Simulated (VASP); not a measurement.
# Co (Im-3m) in VASP: single point with PBEsol

Aim: the single point of Co with PBEsol.

All numbers are computed with VASP 6.6.1; they aren't measurements. Logs are shortened: lines on timing, memory, paths and dates and some standing lists are left out, and cuts for length are marked.

### 1 The cell of the first run

The structure is cubic, space group Im-3m (No. 229). The conventional cell has a = 2.881 Å, b = 2.881 Å, c = 2.881 Å, α = 90.00°, β = 90.00°, γ = 90.00°. Within 3.3 Å of Co (site symmetry m-3m) lie 14 Co at 2.50 to 2.88 Å.

### 2 Single point, PBEsol, collinear spin, ferromagnetic start (Ti replaced by Co, lengths x 0.873, strained)

Input file INCAR:

```
SYSTEM = Co
ALGO = Fast ; EDIFF = 1E-6
ENCUT = 520 ; GGA = PS
ISIF = 2 ; ISMEAR = 0
ISPIN = 2 ; LASPH = .TRUE.
LCHARG = .TRUE. ; LELF = .TRUE.
LMAXMIX = 4 ; LORBIT = 11
LREAL = .FALSE. ; LVHAR = .TRUE.
LWAVE = .FALSE. ; MAGMOM = 2.06
NBANDS = 14 ; NELM = 150
PREC = Accurate ; SIGMA = 0.1
```

Input file KPOINTS:

```
k-points
0
G
  20 20 20
  0 0 0
```

Input file POSCAR:

```
Co
1.0
   -1.4407210781      1.4407210781      1.4407210781
    1.4407210781     -1.4407210781      1.4407210781
    1.4407210781      1.4407210781     -1.4407210781
Co
1
Direct
    0.0000000000      0.0000000000      0.0000000000
```

Potentials or basis: VASP PAW PBE potentials, release 64 (Co).

Launch:

```bash
$ cat potpaw_PBE.64/Co/POTCAR > POTCAR
$ mpirun -np 1 vasp_std > vasp.out
```

OUTCAR:

```text
SYSTEM = Co
   EDIFF = 1E-6
   ENCUT = 520
   GGA = PS
   ISIF = 2
   ISMEAR = 0
   ISPIN = 2
   LASPH = .TRUE.
   LORBIT = 11
   LREAL = .FALSE.
   NELM = 150
   PREC = Accurate

 ion  position               nearest neighbor table
   1  0.000  0.000  0.000-

  LATTYP: Found a body centered cubic cell.
 ALAT       =     2.8814421562

  Lattice vectors:

 A1 = (  -1.4407210781,   1.4407210781,   1.4407210781)
 A2 = (   1.4407210781,  -1.4407210781,   1.4407210781)
 A3 = (   1.4407210781,   1.4407210781,  -1.4407210781)

Analysis of symmetry for initial positions (statically):
=====================================================================
 Subroutine PRICEL returns:
 Original cell was already a primitive cell.

 Routine SETGRP: Setting up the symmetry group for a
 body centered cubic supercell.

 Subroutine GETGRP returns: Found 48 space group operations
 (whereof 48 operations were pure point group operations)
 out of a pool of 48 trial point group operations.

The static configuration has the point symmetry O_h .

Analysis of symmetry for dynamics (positions and initial velocities):
=====================================================================
 Subroutine PRICEL returns:
 Original cell was already a primitive cell.

 Routine SETGRP: Setting up the symmetry group for a
 body centered cubic supercell.

 Subroutine GETGRP returns: Found 48 space group operations
 (whereof 48 operations were pure point group operations)
 out of a pool of 48 trial point group operations.

The dynamic configuration has the point symmetry O_h .

Analysis of structural, dynamic, and magnetic symmetry:
=====================================================================
 Subroutine PRICEL returns:
 Original cell was already a primitive cell.

 Routine SETGRP: Setting up the symmetry group for a
 body centered cubic supercell.

 Subroutine GETGRP returns: Found 48 space group operations
 (whereof 48 operations were pure point group operations)
 out of a pool of 48 trial point group operations.

The overall configuration has the point symmetry O_h .

 Subroutine INISYM returns: Found 48 space group operations
 (whereof 48 operations are pure point group operations),
 and found     1 'primitive' translations

----------------------------------------------------------------------------------------

                                     Primitive cell

  volume of cell :      11.9619

  direct lattice vectors                    reciprocal lattice vectors
    -1.440721078  1.440721078  1.440721078     0.000000000  0.347048438  0.347048438
     1.440721078 -1.440721078  1.440721078     0.347048438  0.000000000  0.347048438
     1.440721078  1.440721078 -1.440721078     0.347048438  0.347048438  0.000000000

  length of vectors
     2.495402107  2.495402107  2.495402107     0.490800608  0.490800608  0.490800608

  position of ions in fractional coordinates (direct lattice)
     0.000000000  0.000000000  0.000000000

  ion indices of the primitive-cell ions
   primitive index   ion index
                 1           1

----------------------------------------------------------------------------------------

 KPOINTS: k-points

Automatic generation of k-mesh.
 Grid dimensions read from file:
 generate k-points for:   20   20   20

 Generating k-lattice:

  Cartesian coordinates                     Fractional coordinates (reciprocal lattice)
     0.000000000  0.017352422  0.017352422     0.050000000  0.000000000  0.000000000
     0.017352422  0.000000000  0.017352422     0.000000000  0.050000000  0.000000000
     0.017352422  0.017352422  0.000000000     0.000000000  0.000000000  0.050000000

  Length of vectors
     0.024540030  0.024540030  0.024540030

  Shift w.r.t. Gamma in fractional coordinates (k-lattice)
     0.000000000  0.000000000  0.000000000

 Subroutine IBZKPT returns following result:
 ===========================================

 Found    256 irreducible k-points:

 Following reciprocal coordinates:
            Coordinates               Weight
  0.000000  0.000000  0.000000      1.000000
  0.050000  0.000000  0.000000     12.000000
  0.100000  0.000000  0.000000     12.000000
  0.150000  0.000000  0.000000     12.000000
  0.200000  0.000000  0.000000     12.000000
  0.250000  0.000000  0.000000     12.000000
[... 16 lines left out ...]
  0.200000  0.100000  0.000000     48.000000
  0.250000  0.100000  0.000000     48.000000
 [... further k-points ...]
   k-points           NKPTS =    256   k-points in BZ     NKDIM =    256   number of bands    NBANDS=     14
   number of dos      NEDOS =    301   number of ions     NIONS =      1
   total plane-waves  NPLWV =   8000
   dimension x,y,z NGX =    20 NGY =   20 NGZ =   20
   dimension x,y,z NGXF=    40 NGYF=   40 NGZF=   40
   ions per type =               1
   NGX,Y,Z   is equivalent  to a cutoff of  13.32, 13.32, 13.32 a.u.
   NGXF,Y,Z  is equivalent  to a cutoff of  26.65, 26.65, 26.65 a.u.
 SYSTEM =  Co
   PREC   = accura    normal or accurate (medium, high low for compatibility)
   ISTART =      0    job   : 0-new  1-cont  2-samecut
   ICHARG =      2    charge: 1-file 2-atom 10-const
   ISPIN  =      2    spin polarized calculation?
   LNONCOLLINEAR =      F non collinear calculations
   LSORBIT =      F    spin-orbit coupling
   LASPH  =      T    aspherical Exc in radial PAW
   ENCUT  =  520.0 eV  38.22 Ry    6.18 a.u.   4.64  4.64  4.64*2*pi/ulx,y,z
   NELM   =    150;   NELMIN=  2; NELMDL= -5     # of ELM steps
   EDIFF  = 0.1E-05   stopping-criterion for ELM
   LREAL  =      F    real-space projection
   EDIFFG = 0.1E-04   stopping-criterion for IOM
   NSW    =      0    number of steps for IOM
   IBRION =     -1    ionic relax: 0-MD 1-quasi-New 2-CG
   NFREE  =      0    steps in history (QN), initial steepest desc. (CG)
   ISIF   =      2    stress and relaxation
   ISYM   =      2    0-nonsym 1-usesym 2-fastsym
   POTIM  = 0.5000    time-step for ionic-motion
   TEBEG  =    0.0;   TEEND  =   0.0 temperature during run
   PSTRESS=    0.0 pullay stress
   NELECT =       9.0000    total number of electrons
   NUPDOWN=      -1.0000    fix difference up-down
   EMIN   =  10.00;   EMAX   =-10.00  energy-range for DOS
   EFERMI =   0.00;   METHOD = LEGACY
   ISMEAR =     0;   SIGMA  =   0.10  broadening in eV -4-tet -1-fermi 0-gaus
   EFERMI_NEDOS =   21; number of points for ismear=-14 and -15
   IALGO  =     68    algorithm
   IMIX   =      4    mixing-type and parameters
     AMIX     =   0.40;   BMIX     =  1.00
     AMIX_MAG =   1.60;   BMIX_MAG =  1.00
  volume/ion in A,a.u.               =      11.96        80.72
  Fermi-wavevector in a.u.,A,eV,Ry     =   1.488981  2.813766 30.164984  2.217064
  Thomas-Fermi vector in A             =   2.601947
   LORBIT       =     11    0 simple, 1 ext, 2 COOP (PROOUT), +10 PAW based schemes
   GGA     = PS    functional components
   LHFCALC =     F    Hartree Fock is set to
   AEXX    =    0.0000 exact exchange contribution
   IVDW    =     0    specifies the selected vdW correction
   LEPSILON=     F    determine dielectric tensor
   LRPA    =     F    only Hartree local field effects (RPA)
 spin polarized calculation
 RMM-DIIS sequential band-by-band and
 Gauss-broadening in eV      SIGMA  =   0.10
  energy-cutoff  :      520.00
  volume of cell :       11.96
 maximum number of plane-waves:       336
   NGX =  9   NGY =  9   NGZ =  9

 number of electron       8.9999999 magnetization       1.7965499

 Free energy of the ion-electron system (eV)
  ---------------------------------------------------
  ext. energy  EPLUGINS =         0.00000000
  ---------------------------------------------------
  free energy    TOTEN  =        -7.51721859 eV

  energy without entropy =       -7.50750674  energy(sigma->0) =       -7.51236266

 E-fermi :   9.0919     XC(G=0): -13.0153

 val. band max:        9.0901843859   @ k =  -0.3500   0.4000   0.0500
 cond. band min:       9.0937120729   @ k =  -0.4000   0.4000   0.3500
 fundamental gap:      0.0035276870
 Fermi energy:         9.0918688168

 spin component 1

 k-point     1 :       0.0000    0.0000    0.0000
  band No.  band energies     occupation
      1       0.3327      1.00000
      2       6.1727      1.00000
      3       6.1727      1.00000
      4       6.1727      1.00000
      5       7.1240      1.00000
      6       7.1240      1.00000
      7      33.4395      0.00000
      8      33.4395      0.00000
      9      33.4395      0.00000
     10      38.0467      0.00000
     11      38.0467      0.00000
     12      39.0001      0.00000
     13      39.0001      0.00000
     14      39.0007      0.00000

 k-point     2 :       0.0500    0.0000    0.0000
  band No.  band energies     occupation
      1       0.4306      1.00000
      2       6.1505      1.00000
      3       6.1719      1.00000
      4       6.2179      1.00000
      5       7.1019      1.00000
      6       7.1257      1.00000
      7      32.6201      0.00000
      8      33.2616      0.00000
      9      33.3094      0.00000
     10      37.1592      0.00000
     11      37.4215      0.00000
     12      37.4818      0.00000
     13      38.6780      0.00000
     14      40.0269      0.00000
[... 343 lines left out ...]
      1       2.7699      1.00000
      2       5.7370      1.00000
      3       5.9095      1.00000
      4       6.9349      1.00000
      5       7.2335      1.00000
      6       7.3960      1.00000
      7      23.6070      0.00000
      8      26.7354      0.00000
      9      30.0142      0.00000
     10      33.2012      0.00000
     11      36.8515      0.00000
     12      37.7417      0.00000
     13      43.4897      0.00000
     14      43.8314      0.00000

 k-point    24 :       0.2500    0.1000    0.0000
  band No.  band energies     occupation
      1       3.4413      1.00000
      2       5.6064      1.00000
      3       5.9750      1.00000
      4       6.9973      1.00000
      5       7.2754      1.00000
      6       7.8123      1.00000
      7      21.2564      0.00000
      8      25.8946      0.00000
      9      28.9839      0.00000
     10      32.9399      0.00000
     11      36.8117      0.00000
     12      38.3381      0.00000
     13      44.1440      0.00000
     14      46.0142      0.00000

 [... further k-points ...]

 spin component 2

 k-point     1 :       0.0000    0.0000    0.0000
  band No.  band energies     occupation
      1       0.4298      1.00000
      2       7.7913      1.00000
      3       7.7913      1.00000
      4       7.7913      1.00000
      5       9.3862      0.00002
      6       9.3862      0.00002
      7      33.2721      0.00000
      8      33.2721      0.00000
      9      33.2721      0.00000
     10      38.1783      0.00000
     11      38.1783      0.00000
     12      39.7655      0.00000
     13      39.7655      0.00000
     14      39.7655      0.00000

 k-point     2 :       0.0500    0.0000    0.0000
  band No.  band energies     occupation
      1       0.5280      1.00000
      2       7.7649      1.00000
      3       7.7879      1.00000
      4       7.8405      1.00000
      5       9.3581      0.00008
      6       9.3882      0.00001
      7      32.5479      0.00000
      8      33.1214      0.00000
      9      33.1775      0.00000
     10      37.4604      0.00000
     11      37.9514      0.00000
     12      38.0925      0.00000
     13      38.8684      0.00000
     14      40.7703      0.00000
[... 343 lines left out ...]
      1       2.9459      1.00000
      2       7.2729      1.00000
      3       7.4355      1.00000
      4       9.0446      0.74812
      5       9.0836      0.54634
      6       9.5160      0.00000
      7      24.0609      0.00000
      8      27.0571      0.00000
      9      30.4108      0.00000
     10      33.3159      0.00000
     11      37.1631      0.00000
     12      38.0403      0.00000
     13      43.6822      0.00000
     14      44.1517      0.00000

 k-point    24 :       0.2500    0.1000    0.0000
  band No.  band energies     occupation
      1       3.7476      1.00000
      2       7.1196      1.00000
      3       7.3874      1.00000
      4       9.0824      0.55345
      5       9.4429      0.00000
      6       9.6005      0.00000
      7      21.7981      0.00000
      8      26.2219      0.00000
      9      29.3465      0.00000
     10      33.1176      0.00000
     11      37.1677      0.00000
     12      38.6009      0.00000
     13      44.3296      0.00000
     14      46.3019      0.00000

 [... further k-points ...]
[... 5 lines left out ...]
  --------------------------------------------------------------------------------------
  -------------------------------------------------------------------------------------
  Total       -1.6173677     -1.6173677     -1.6173677      0.0000000      0.0000000     -0.0000000
  in kB     -216.6305148   -216.6305148   -216.6305148      0.0000000      0.0000000     -0.0000000
  external PRESSURE =    -216.6305148 kB  Pullay stress =       0.0000000 kB

 VOLUME and BASIS-vectors are now :
 -----------------------------------------------------------------------------
  energy-cutoff  :      520.00
  volume of cell :       11.96
      direct lattice vectors                 reciprocal lattice vectors
    -1.440721078  1.440721078  1.440721078     0.000000000  0.347048438  0.347048438
     1.440721078 -1.440721078  1.440721078     0.347048438  0.000000000  0.347048438
     1.440721078  1.440721078 -1.440721078     0.347048438  0.347048438  0.000000000

 POSITION                                       TOTAL-FORCE (eV/Angst)
 -----------------------------------------------------------------------------------
      0.00000      0.00000      0.00000         0.000000      0.000000      0.000000
 -----------------------------------------------------------------------------------
    total drift:                                0.000000     -0.000000      0.000000

  FREE ENERGIE OF THE ION-ELECTRON SYSTEM (eV)
  ---------------------------------------------------
  free  energy   TOTEN  =        -7.5172185893 eV

  energy  without entropy=       -7.5075067384  energy(sigma->0) =       -7.51236266

 total charge

# of ion       s       p       d       tot
------------------------------------------
    1        0.453   0.457   7.181   8.091

 magnetization (x)

# of ion       s       p       d       tot
------------------------------------------
    1       -0.003  -0.040   1.867   1.823
```

It took 73 s on 1 thread of Intel Xeon 6975P-C, shared host; peak memory 0.18 GiB.

Results:

```yaml
Free_energy: -7.5172 eV
Pressure: -21.7 GPa
Net_moment: 1.80 μB per cell
Site_moments: Co +1.82 μB
Valence_electrons_inside_the_program's_atomic_spheres: Co 8.09
```

Caveat: the cell differs from its parent crystal (Ti replaced by Co, lengths x 0.873, strained); the PAW data sets were made with another functional, which shifts forces and pressure a little.
